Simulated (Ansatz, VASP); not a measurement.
## One calculation of Co, two programs

```
Co
1.0
     0.00000    0.00000   -4.02997
    -3.74068   -2.15968    0.00000
     0.00000    4.31937    0.00000
Co
6
Direct
  0.75000 0.33333 0.33333
  0.75000 0.66667 0.00000
  0.75000 0.00000 0.66667
  0.25000 0.66667 0.66667
  0.25000 0.00000 0.33333
  0.25000 0.33333 0.00000
```

Alike in both runs: functional PBE; k mesh 8 × 9 × 9; occupations gaussian, width 0.1 eV; collinear spin.

Ansatz relaxed the structure, and its values are those at the end. VASP's run is a single point on that final structure, the one shown.

```csv
,VASP,Ansatz
version,VASP 6.6.1,Ansatz 0.2.0
potentials or method,"VASP PAW PBE potentials, release 64 (Co), cutoff 600 eV","scalar-relativistic, plane waves, PAW"
valence electrons in the cell,54,102
```

|  | VASP | Ansatz | Ansatz less VASP |
| --- | --- | --- | --- |
| gap on the k mesh at the Fermi level (eV) | none | none | - |
| pressure (GPa) | -0.7 | 0.0 | +0.70 |
| net moment per atom (μB) | 1.60 | 1.61 | +0.004 |
| size of the moment on the site where the two differ most (μB) | 1.62 | 1.68 | +0.061 |

Site moments also hang on the region over which each program counts them. A gap of «none» marks a metal or a gap that the smearing closes. With one functional, cell and mesh, what is left measures potentials, basis and numerics. VASP's potentials hold 54 valence electrons a cell and Ansatz's 102, so a difference there can come from the potentials and not from the codes. Ansatz's warnings: structure snapped to symmetry.
